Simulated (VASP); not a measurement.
# Rb2GaF6: single point with r2SCAN+D4

Crystal: Rb2GaF6.

```
Ga F Rb
1.0
     3.13715    5.43370    0.00000
    -3.13715    5.43370    0.00000
     0.00000    0.00000    4.92932
Ga F Rb
1 6 2
Direct
  0.00000 0.00000 0.00000
  0.13600 0.72800 0.20000
  0.13600 0.13600 0.20000
  0.72800 0.13600 0.20000
  0.86400 0.27200 0.80000
  0.27200 0.86400 0.80000
  0.86400 0.86400 0.80000
  0.33333 0.33334 0.69000
  0.66667 0.66666 0.31000
```

* Program: VASP 6.6.1
* Task: single point
* Functional: r2SCAN
* Dispersion: D4
* Potentials or basis: VASP PAW PBE potentials, release 64 (Ga_d, F, Rb_sv)
* Cutoff: 520 eV
* k mesh: 4 × 4 × 4
* Occupations: fermi-dirac, width 0.1 eV
* Spin: no spin polarisation
* Dipole correction: no
* Further INCAR settings: ALGO = Normal; EDIFF = 1e-06; NBANDS = 46; ISYM = 0

```
Pressure                   : 6.6 GPa
Largest force              : 3.131 eV/Å
Band gap on the k mesh     : zero (an odd number of electrons rules out a gap without spin polarisation)
Dispersion energy per atom : -0.032 eV
```

Forces on the atoms (eV/Å):
```
Ga   0.000  0.000  0.000
F    2.244 -1.296  1.758
F    0.000  2.591  1.757
F   -2.244 -1.295  1.758
F   -2.244  1.296 -1.758
F    2.244  1.296 -1.758
F    0.000 -2.591 -1.757
Rb   0.000  0.000  0.112
Rb   0.000  0.000 -0.112
```

Stress tensor (GPa, compression positive):
```
6.37 0.00 0.00
0.00 6.37 0.00
0.00 0.00 6.97
```

Levels at points of the mesh, in eV from the Fermi level:
```tsv
k point	band 33	band 34	band 35	band 36	band 37	band 38	band 39	band 40	band 41	band 42
(0.00, 0.00, 0.00)	-0.27	-0.27	-0.17	-0.15	-0.15	7.17	9.87	10.74	10.74	11.32
(0.50, 0.00, 0.00)	-0.46	-0.31	-0.19	-0.17	-0.16	8.70	9.22	10.29	10.90	11.09
(0.50, 0.50, 0.00)	-0.46	-0.31	-0.19	-0.17	-0.16	8.70	9.22	10.29	10.90	11.09
(0.00, 0.50, 0.00)	-0.46	-0.31	-0.19	-0.17	-0.16	8.70	9.22	10.29	10.90	11.09
(0.00, 0.00, 0.50)	-0.33	-0.33	-0.23	-0.15	-0.15	9.27	9.44	10.29	10.29	10.36
(0.50, 0.00, 0.50)	-0.44	-0.34	-0.27	-0.19	-0.15	9.74	10.09	10.53	10.61	10.72
(0.50, 0.50, 0.50)	-0.44	-0.34	-0.27	-0.19	-0.15	9.74	10.09	10.53	10.61	10.72
(0.00, 0.50, 0.50)	-0.44	-0.34	-0.27	-0.19	-0.15	9.74	10.09	10.53	10.61	10.72
```

Run time: 14 min on 1 thread of Intel(R) Xeon(R) Platinum 8488C (Sapphire Rapids), on a shared host, peak memory 0.46 GiB.

Caveat: the cell stands under pressure; the PAW data sets were made with another functional, which shifts forces and pressure a little; an odd number of electrons without spin polarisation forces a metal; a magnetic or distorted state may lie lower.
